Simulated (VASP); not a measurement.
# WS2 in VASP: further runs, part 2 of 2

VASP 6.6.1. The steps go on from the part before.

## Step 4: Single point, PBE+D3(BJ)

INCAR reads:

```
SYSTEM = WS2
PREC = Accurate
ENCUT = 520
EDIFF = 1E-6
ISMEAR = 0
SIGMA = 0.02
LREAL = .FALSE.
LASPH = .TRUE.
NELM = 60
ALGO = Normal
ISIF = 2
LWAVE = .FALSE.
LCHARG = .FALSE.
LDIPOL = .TRUE.
IDIPOL = 3
DIPOL = 0.5 0.5 0.500
GGA = PE
IVDW = 12
NBANDS = 20
```

KPOINTS reads:

```
Automatic mesh
0
G
  12 12 1
  0 0 0
```

POSCAR reads:

```
WS2
1.0
    3.2860000000      0.0000000000      0.0000000000
   -1.6430000000      2.8457594768      0.0000000000
    0.0000000000      0.0000000000     32.2910878415
S W
2 1
Direct
    0.3333333333      0.6666666667      0.4512000864
    0.3333333333      0.6666666667      0.5488121587
    0.6666666667      0.3333333333      0.5000061202
```

Potentials or basis: VASP PAW PBE potentials, release 64 (S, W_sv).

On the command line:

```
cat potpaw_PBE.64/S/POTCAR potpaw_PBE.64/W_sv/POTCAR > POTCAR
mpirun -np 1 vasp_std > vasp.out
```

OUTCAR:

```text
SYSTEM = WS2
   PREC = Accurate
   ENCUT = 520
   EDIFF = 1E-6
   ISMEAR = 0
   LREAL = .FALSE.
   LASPH = .TRUE.
   NELM = 60
   ISIF = 2
   GGA = PE
   IVDW = 12
 IVDW          = 12

 ion  position               nearest neighbor table
   1  0.333  0.667  0.451-   3 2.47   3 2.47   3 2.47
   2  0.333  0.667  0.549-   3 2.47   3 2.47   3 2.47
   3  0.667  0.333  0.500-   1 2.47   1 2.47   1 2.47   2 2.47   2 2.47   2 2.47

  LATTYP: Found a hexagonal cell.
 ALAT       =     3.2860000000
 C/A-ratio  =     9.8268678763

  Lattice vectors:

 A1 = (   3.2860000000,   0.0000000000,   0.0000000000)
 A2 = (  -1.6430000000,   2.8457594768,   0.0000000000)
 A3 = (   0.0000000000,   0.0000000000,  32.2910878415)

Analysis of symmetry for initial positions (statically):
=====================================================================
 Subroutine PRICEL returns:
 Original cell was already a primitive cell.

 Routine SETGRP: Setting up the symmetry group for a
 hexagonal supercell.

 Subroutine GETGRP returns: Found 12 space group operations
 (whereof  6 operations were pure point group operations)
[... 167 lines left out ...]

 val. band max:       -3.3855391184   @ k =   0.0000   0.0000   0.0000
 cond. band min:      -2.0222534311   @ k =   0.3333   0.3333   0.0000
 fundamental gap:      1.3632856872
 Fermi energy:        -3.2048325147

 k-point     1 :       0.0000    0.0000    0.0000
  band No.  band energies     occupation
      1     -77.7378      2.00000
      2     -41.8872      2.00000
      3     -41.8237      2.00000
      4     -41.8237      2.00000
      5     -17.8436      2.00000
      6     -16.3475      2.00000
[... 426 lines left out ...]
     19       3.2633      0.00000
     20       5.7024      0.00000

------------------------ aborting loop because EDIFF is reached ----------------------------------------

 vacuum level on the upper side and lower side of the slab       (xc-potential included)        -0.063        -0.063

 Edisp (eV)   -0.85542

 E8    (eV) :    -0.3847

  FORCE on cell =-STRESS in cart. coord.  units (eV):
  Direction    XX          YY          ZZ          XY          YZ          ZX
  --------------------------------------------------------------------------------------
  -------------------------------------------------------------------------------------
  Total      -4.45850    -4.45850    -2.47265     0.00000     0.00000     0.00000
  in kB     -23.65650   -23.65650   -13.11974     0.00000     0.00000     0.00000
  external pressure =      -20.14 kB  Pullay stress =        0.00 kB

 VOLUME and BASIS-vectors are now :
 -----------------------------------------------------------------------------
  energy-cutoff  :      520.00
  volume of cell :      301.96
      direct lattice vectors                 reciprocal lattice vectors
     3.286000000  0.000000000  0.000000000     0.304321363  0.175700021  0.000000000
    -1.643000000  2.845759477  0.000000000     0.000000000  0.351400042  0.000000000
     0.000000000  0.000000000 32.291087842     0.000000000  0.000000000  0.030968297

 POSITION                                       TOTAL-FORCE (eV/Angst)
 -----------------------------------------------------------------------------------
     -0.00000      1.89717     14.56974        -0.000000      0.000000      0.776213
     -0.00000      1.89717     17.72174        -0.000000      0.000000     -0.776213
      1.64300      0.94859     16.14574         0.000000      0.000000      0.000000
 -----------------------------------------------------------------------------------
    total drift:                                0.000000     -0.000000     -0.000151

  FREE ENERGIE OF THE ION-ELECTRON SYSTEM (eV)
  ---------------------------------------------------
  free  energy   TOTEN  =       -24.4161227538 eV

  energy  without entropy=      -24.4161227538  energy(sigma->0) =      -24.41612275

 vacuum level on the upper side and lower side of the slab         2.223         2.223
```

stdout:

```text
POSCAR found type information on POSCAR S W
 POSCAR found :  2 types and       3 ions
 scaLAPACK will be used
 LDA part: xc-table for (Slater+PW92), standard interpolation
 POSCAR, INCAR and KPOINTS ok, starting setup
 FFT: planning ... GRIDC
 FFT: planning ... GRID_SOFT
 FFT: planning ... GRID
 WAVECAR not read
 entering main loop
```

It took 73 s on 1 thread of Intel Xeon 6975P-C (Granite Rapids), shared host; peak memory 0.41 GiB.

Results:

- Free energy: -24.4161 eV
- Largest force: 0.776 eV/Å
- Band gap on the k mesh: 1.36 eV (least direct gap 1.52 eV)
- Dispersion energy per atom: -0.285 eV

Forces on the atoms (eV/Å):
```
S    0.000  0.000  0.776
S    0.000  0.000 -0.776
W    0.000  0.000  0.000
```

Caveat: spin-orbit coupling is left out, which moves the levels of the heavy elements.

## Step 5: Single point, PBE+D3(BJ)

INCAR reads:

```
SYSTEM = WS2
PREC = Accurate
ENCUT = 520
EDIFF = 1E-7
ISMEAR = 0
SIGMA = 0.02
LREAL = .FALSE.
LASPH = .TRUE.
NELM = 80
ALGO = Normal
ISIF = 2
LWAVE = .FALSE.
LCHARG = .TRUE.
LDIPOL = .TRUE.
IDIPOL = 3
DIPOL = 0.5 0.5 0.500
GGA = PE
IVDW = 12
LELF = .TRUE.
LVHAR = .TRUE.
LVACPOTAV = .TRUE.
NBANDS = 20
```

KPOINTS reads:

```
regular mesh
0
G
  12 12 1
  0 0 0
```

POSCAR reads:

```
WS2
1.0
    3.2860000000      0.0000000000      0.0000000000
   -1.6430000000      2.8457594768      0.0000000000
    0.0000000000      0.0000000000     32.2910878415
S W
2 1
Direct
    0.3333333333      0.6666666667      0.4486606861
    0.3333333333      0.6666666667      0.5513515590
    0.6666666667      0.3333333333      0.5000061201
```

On the command line:

```
cat potpaw_PBE.64/S/POTCAR potpaw_PBE.64/W_sv/POTCAR > POTCAR
mpirun -np 1 vasp_std > vasp.out
```

Run time: 86 s. Hardware: 1 thread of Intel Xeon 6975P-C (Granite Rapids), shared host; peak memory 0.41 GiB.

It converged, with:

```
Free energy                            : -24.1813 eV
Largest force                          : 2.038 eV/Å
Band gap on the k mesh                 : 1.67 eV
Dispersion energy per atom             : -0.280 eV
Ionisation potential of the upper face : 5.66 eV
```

Forces on the atoms (eV/Å):
```
S    0.000  0.000  2.038
S    0.000  0.000 -2.038
W    0.000  0.000  0.000
```

Levels at points of the mesh, in eV from the valence-band top:
```
           k point  band 11  band 12  band 13  band 14  band 15  band 16
(0.00, 0.00, 0.00)    -1.41    -1.41    -0.17     2.49     2.49     2.53
(0.50, 0.00, 0.00)    -2.17    -1.21    -0.88     2.46     2.82     3.59
```

Caveat: spin-orbit coupling is left out, which moves the levels of the heavy elements.

## Step 6: Single point, PBE+D3(BJ)

This run uses another cell than the first one.

INCAR reads:

```
PREC = Accurate
ENCUT = 520
EDIFF = 1E-6
ISMEAR = 0
SIGMA = 0.02
LREAL = F
LASPH = T
NELM = 100
ALGO = Normal
ISIF = 2
LWAVE = F
LCHARG = T
LDIPOL = T
IDIPOL = 3
DIPOL = 0.5 0.5 0.500
GGA = PE
IVDW = 12
LELF = T
LVHAR = T
LVACPOTAV = T
NBANDS = 20
```

KPOINTS reads:

```
regular mesh
0
Gamma
  12 12 1
```

POSCAR reads:

```
WS2
1.0
    3.3490000000      0.0000000000      0.0000000000
   -1.6745000000      2.9003190773      0.0000000000
    0.0000000000      0.0000000000     32.2910878415
S W
2 1
Direct
    0.3333333333      0.6666666667      0.4550091869
    0.3333333333      0.6666666667      0.5450030581
    0.6666666667      0.3333333333      0.5000061204
```

Potentials or basis: VASP PAW PBE potentials, release 64 (S, W_sv).

On the command line:

```
cat potpaw_PBE.64/S/POTCAR potpaw_PBE.64/W_sv/POTCAR > POTCAR
mpirun -np 1 vasp_std > vasp.out
```

Run time: 2 min. Hardware: 1 thread of Intel Xeon 6975P-C (Granite Rapids), shared host; peak memory 0.51 GiB.

It converged, with:

- Free energy: -24.2061 eV
- Largest force: 1.254 eV/Å
- Band gap on the k mesh: 0.27 eV (least direct gap 1.17 eV)
- Dispersion energy per atom: -0.281 eV
- Ionisation potential of the upper face: 5.25 eV

Forces on the atoms (eV/Å):
```
S    0.000  0.000 -1.254
S    0.000  0.000  1.254
W    0.000  0.000  0.000
```

Levels at points of the mesh, in eV from the valence-band top:
```csv
k point,band 9,band 10,band 11,band 12,band 13,band 14,band 15,band 16,band 17,band 18
"(0.00, 0.00, 0.00)",-4.20,-2.87,-2.87,-2.00,0.00,1.89,1.89,2.38,2.38,3.66
"(0.50, 0.00, 0.00)",-4.98,-4.37,-2.59,-2.14,-1.45,1.46,1.75,3.35,4.06,4.52
```

Caveat: spin-orbit coupling is left out, which moves the levels of the heavy elements.

## Step 7: Summary

| cell | gap on the mesh (eV) | largest force (eV/Å) |
| --- | --- | --- |
| a = 3.286, b = 3.286, c = 32.291 Å, angles 90.0, 90.0, 120.0°, 3 atoms, atomic positions A | 1.58 | 2.57 |
| a = 3.286, b = 3.286, c = 32.291 Å, angles 90.0, 90.0, 120.0°, 3 atoms, atomic positions B | 0.80 | 0.80 |
| a = 3.286, b = 3.286, c = 32.291 Å, angles 90.0, 90.0, 120.0°, 3 atoms, atomic positions C | 1.36 | 0.78 |
| a = 3.286, b = 3.286, c = 32.291 Å, angles 90.0, 90.0, 120.0°, 3 atoms, atomic positions D | 1.67 | 2.04 |
| a = 3.349, b = 3.349, c = 32.291 Å, angles 90.0, 90.0, 120.0°, 3 atoms, atomic positions E | 0.27 | 1.25 |

Alike in all rows: task single point; level PBE+D3(BJ); potentials or basis VASP PAW PBE potentials, release 64 (S, W_sv); no spin polarisation; k mesh 12 × 12 × 1; cutoff (eV) 520; smearing gaussian 0.02 eV.

Caveats: spin-orbit coupling is left out, which moves the levels of the heavy elements.

Total energies depend on the potentials used, so only differences within one code and one set of settings carry meaning.
